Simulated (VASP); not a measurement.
A run of VASP 6.6.1:

The input INCAR:

```
ALGO = Normal
EDIFF = 1E-6
ENCUT = 520
GGA = PE
ISIF = 2
ISMEAR = 0
LASPH = T
LCHARG = F
LREAL = F
LWAVE = F
NBANDS = 21
NELM = 100
PREC = Accurate
SIGMA = 0.05
```

KPOINTS

```
k-points
0
Gamma
  10 10 10
```

Contents of POSCAR:

```
PbF2
1.0
    2.1351315139      1.2327187543      3.4889791555
   -2.1351315139      1.2327187543      3.4889791555
    0.0000000000     -2.4654375086      3.4889791555
Pb F
1 2
Direct
    0.0000000000      0.0000000000      0.0000000000
    0.2499510902      0.2499510902      0.2499510902
    0.7500489098      0.7500489098      0.7500489098
```

Potentials or basis: VASP PAW PBE potentials, release 64 (Pb_d, F).

Command:

```console
$ cat potpaw_PBE.64/Pb_d/POTCAR potpaw_PBE.64/F/POTCAR > POTCAR
$ mpirun -np 1 vasp_std > vasp.out
```

Hardware: 1 thread of Oxide Virtual Turin-like Processor (shared host).

Task: Estimate the wall time of this run.

Result: It took 85 s on 1 thread of Oxide Virtual Turin-like Processor (shared host), peak memory 0.23 GiB. Counts: scf iterations 14, k points 116.
